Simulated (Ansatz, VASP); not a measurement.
# BeH: VASP beside Ansatz

The input INCAR:

```
SYSTEM = BeH
PREC = Accurate
ENCUT = 600
EDIFF = 1E-7
ISMEAR = 0
SIGMA = 0.1
LREAL = .FALSE.
LASPH = .TRUE.
NELM = 60
ALGO = Normal
ISIF = 3
LWAVE = .FALSE.
LCHARG = .FALSE.
GGA = PE
IBRION = 2
NSW = 90
EDIFFG = -0.04
```

KPOINTS

```
regular mesh
0
G
  8 8 8
  0 0 0
```

Contents of POSCAR:

```
BeH
1.0
    0.0000000000      1.9682323912      1.9682323912
    1.9682323912      0.0000000000      1.9682323912
    1.9682323912      1.9682323912      0.0000000000
Be H
1 1
Direct
    0.0000000000      0.0000000000      0.0000000000
    0.7500000000      0.7500000000      0.7500000000
```

Input for Ansatz:

```yaml
crystal:
  lattice:
    - [0.0, 1.9682323912, 1.9682323912]
    - [1.9682323912, 0.0, 1.9682323912]
    - [1.9682323912, 1.9682323912, 0.0]
  atoms:
    - { symbol: Be, position: [0.0, 0.0, 0.0] }
    - { symbol: H, position: [0.75, 0.75, 0.75] }
basis:
  ecutwfc: 420
kpoints:
  mp_grid: { grid: [8, 8, 8] }
hamiltonian:
  xc: pbe
scf:
  occupations: { method: gaussian, width: 0.1 }
  lower_state_search: "off"
output:
  forces: true
  stress: true
  eigenvalues: true
relax:
  adjacent_minimum: "off"
  f_tol: 0.04
  max_steps: 70
  cell: { stress_tol: 0.4 }
```

Alike in both runs: task relaxation of cell and atoms; functional PBE; k mesh 8 × 8 × 8; occupations gaussian, width 0.1 eV; no spin polarisation.

|  | VASP | Ansatz |
| --- | --- | --- |
| version | VASP 6.6.1 | Ansatz 0.2.0 |
| potentials or method | VASP PAW PBE potentials, release 64 (Be, H), cutoff 600 eV | scalar-relativistic, plane waves, PAW |
| valence electrons in the cell | 3 | 3 |

```csv
,VASP,Ansatz,Ansatz less VASP
"gap on the k mesh at the Fermi level, each at its own relaxed structure (eV)",none,none,-
relaxed volume (Å³/atom),6.11,6.13,+0.019
relaxed length of the cell vector where the two differ most in proportion (Å),2.585,2.588,+0.0027
```

A gap of «none» marks a metal or a gap that the smearing closes.

Noted on VASP's run: the volume moved by over 15 % at a fixed basis, so the end points are rough.
